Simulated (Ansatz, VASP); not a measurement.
**Two plane-wave programs on PbS**

```
Pb S
1.0
     2.07995   -5.99130    0.00000
     2.07995    5.99130    0.00000
     0.00000    0.00000    4.27932
Pb S
2 2
Direct
  0.13056 0.86944 0.25000
  0.86944 0.13056 0.75000
  0.35480 0.64520 0.25000
  0.64520 0.35480 0.75000
```

Alike in both runs: functional BLYP; k mesh 7 × 7 × 6; occupations fermi-dirac, width 0.05 eV; no spin polarisation.

```csv
,VASP,Ansatz
version,VASP 6.6.1,Ansatz 0.2.0
potentials or method,"VASP PAW PBE potentials, release 64 (Pb_d, S)",Ansatz PAW
plane-wave cutoff (eV),520,420
valence electrons in the cell,40,40
task,single point,band structure
```

Ansatz gave:

| Property | Result |
| --- | --- |
| gap on the k mesh at the Fermi level (eV) | 1.31 |
| least direct gap on the mesh (eV) | 1.49 |
| pressure (GPa) | 4.7 |
| traceless stress, the component that is largest in VASP (GPa) | 0.31 |
| rms of the force components (eV/Å) | 0.124 |

Problem. Which values does VASP return?

Solution. gap on the k mesh at the Fermi level (eV): 1.30; least direct gap on the mesh (eV): 1.49; pressure (GPa): 4.7; traceless stress, the component that is largest in VASP (GPa): 0.30; rms of the force components (eV/Å): 0.130.

VASP's potentials were made for PBE, not for BLYP. Atom by atom the forces differ by 0.006 eV/Å (rms over components).

Spin-orbit coupling is off throughout. Noted on Ansatz's run: the k mesh misses the band edges, so the gap on the mesh is wider than the one along the path.
